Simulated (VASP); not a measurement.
The system is HfC.

```
CELL_PARAMETERS angstrom
3.28805 0.00000 0.00000
1.64402 2.84753 0.00000
1.64402 0.94918 2.68468
ATOMIC_POSITIONS crystal
Hf 0.50000 0.50000 0.50000
C 0.00000 0.00000 0.00000
```

Base run:

* Program: VASP 6.6.1
* Functional: revPBE
* Potentials or basis: VASP PAW PBE potentials, release 64 (Hf_pv, C)
* Cutoff: 600 eV
* k mesh: 10 × 10 × 10
* Occupations: methfessel-paxton, width 0.1 eV
* Spin: no spin polarisation

Its results: band gap on the k mesh zero (band 7 reaches 7.03 eV, above the bottom of band 8 at 5.63 eV); pressure 2.3 GPa.

The run is repeated on the same cell with these changes: functional from revPBE to RPBE. What comes out?

Band gap on the k mesh zero (band 7 reaches 7.06 eV, above the bottom of band 8 at 5.65 eV); pressure 3.4 GPa.

Caveats: the PAW data sets were made with another functional, which shifts forces and pressure a little; spin-orbit coupling is left out, which moves the levels of the heavy elements.
